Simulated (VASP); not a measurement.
IrO2: electric field gradients with LDA

The system is IrO2.

```
Ir O
1.0
     4.49900    0.00000    0.00000
     0.00000    4.49900    0.00000
     0.00000    0.00000    3.14600
Ir O
2 4
Direct
  0.00000 0.00000 0.00000
  0.50000 0.50000 0.50000
  0.30792 0.30792 0.00000
  0.19208 0.80792 0.50000
  0.69208 0.69208 0.00000
  0.80792 0.19208 0.50000
```

```json
{
 "Program": "VASP 6.6.1",
 "Task": "electric field gradients",
 "Functional": "LDA",
 "Potentials or basis": "VASP PAW LDA potentials, release 64 (Ir, O)",
 "Cutoff": "520 eV",
 "k mesh": "10 × 10 × 15",
 "Occupations": "fermi-dirac, width 0.05 eV",
 "Spin": "collinear spin",
 "Starting moments": "[1.0, 1.0, 0.0, 0.0, 0.0, 0.0] μB",
 "Dipole correction": "no",
 "Further INCAR settings": "ALGO = Normal; EDIFF = 1e-08; NBANDS = 34"
}
```

* Pressure: -5.8 GPa
* Largest force: 0.083 eV/Å
* Band gap on the k mesh: zero (filled and empty bands overlap)
* Net moment: 0.00 μB per cell
* Largest electric field gradient by atom: Ir +210.3; O -95.4 V/Å²
* Valence electrons inside the program's atomic spheres: Ir 8.39; O 4.98

Forces in eV/Å, atoms in the order of the input:
```
Ir   0.000  0.000  0.000
Ir   0.000  0.000  0.000
O    0.059  0.059  0.000
O   -0.059  0.059  0.000
O   -0.059 -0.059  0.000
O    0.059 -0.059  0.000
```

Stress tensor (GPa, compression positive):
```
-6.30  0.00  0.00
 0.00 -6.30  0.00
 0.00  0.00 -4.69
```

Levels at points of the mesh, in eV from the Fermi level:
Spin up:
| k point | band 19 | band 20 | band 21 | band 22 | band 23 | band 24 |
| --- | --- | --- | --- | --- | --- | --- |
| (0.00, 0.00, 0.00) | -2.42 | -2.30 | -2.28 | 0.72 | 1.27 | 4.10 |
| (0.50, 0.00, 0.00) | -1.31 | -1.31 | -0.31 | -0.31 | 3.49 | 3.49 |
| (0.50, 0.50, 0.00) | -2.44 | -2.44 | 0.22 | 0.22 | 2.50 | 2.50 |
Spin down:
```tsv
k point	band 17	band 18	band 19	band 20	band 21	band 22	band 23	band 24	band 25	band 26
(0.00, 0.00, 0.00)	-2.48	-2.48	-2.42	-2.30	-2.28	0.72	1.27	4.10	4.10	4.15
(0.50, 0.00, 0.00)	-1.68	-1.68	-1.31	-1.31	-0.31	-0.31	3.49	3.49	3.57	3.57
(0.50, 0.50, 0.00)	-2.58	-2.58	-2.44	-2.44	0.22	0.22	2.50	2.50	4.09	4.09
```

Electric field gradients, principal values (V/Å²):
```csv
atom,least,middle,greatest (by size)
1 Ir,-12.798,-197.506,210.304
2 Ir,-12.798,-197.506,210.304
3 O,39.137,56.242,-95.379
4 O,39.137,56.242,-95.379
5 O,39.137,56.242,-95.379
6 O,39.137,56.242,-95.379
```

Wall time 110 s on 4 MPI ranks on Intel(R) Xeon(R) Platinum 8488C (Sapphire Rapids), with other jobs on the host, peak memory 0.52 GiB a rank.

Caveat: the cell stands under tension; without QUAD_EFG the Cq values of the log hold for a quadrupole moment of 1 mb, not for the nuclei; spin-orbit coupling is left out, which moves the levels of the heavy elements.
